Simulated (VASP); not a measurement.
Input of a VASP 6.6.1 run:

INCAR

```
PREC = Accurate
ENCUT = 520
EDIFF = 1E-6
ISMEAR = -1
SIGMA = 0.01
LREAL = F
LASPH = T
NELM = 100
ALGO = Normal
ISIF = 2
LWAVE = F
LCHARG = F
GGA = PS
NBANDS = 27
```

KPOINTS

```
regular mesh
0
Gamma
  7 7 7
```

File POSCAR:

```
InSe
1.0
    1.9999996503      1.1547003365      8.2335033000
   -1.9999996503      1.1547003365      8.2335033000
    0.0000000000     -2.3094006730      8.2335033000
In Se
2 2
Direct
    0.0000000000      0.0000000000      0.0000000000
    0.1122000000      0.1122000000      0.1122000000
    0.6155000000      0.6155000000      0.6155000000
    0.8300000000      0.8300000000      0.8300000000
```

Potentials or basis: VASP PAW PBE potentials, release 64 (In_d, Se).

Launch:

```bash
$ cat potpaw_PBE.64/In_d/POTCAR potpaw_PBE.64/Se/POTCAR > POTCAR
$ mpirun -np 1 vasp_std > vasp.out
```

Task: What does it give for the largest force?

Result: 0.120 eV/Å.

Task: What does it give for the pressure?

Result: 0.8 GPa.

Forces on the atoms (eV/Å):
```
In   0.000  0.000  0.120
In   0.000  0.000 -0.119
Se   0.000  0.000 -0.107
Se   0.000  0.000  0.106
```

Caveat: the cell differs from its parent crystal (zz strain of -1 %); the PAW data sets were made with another functional, which shifts forces and pressure a little.
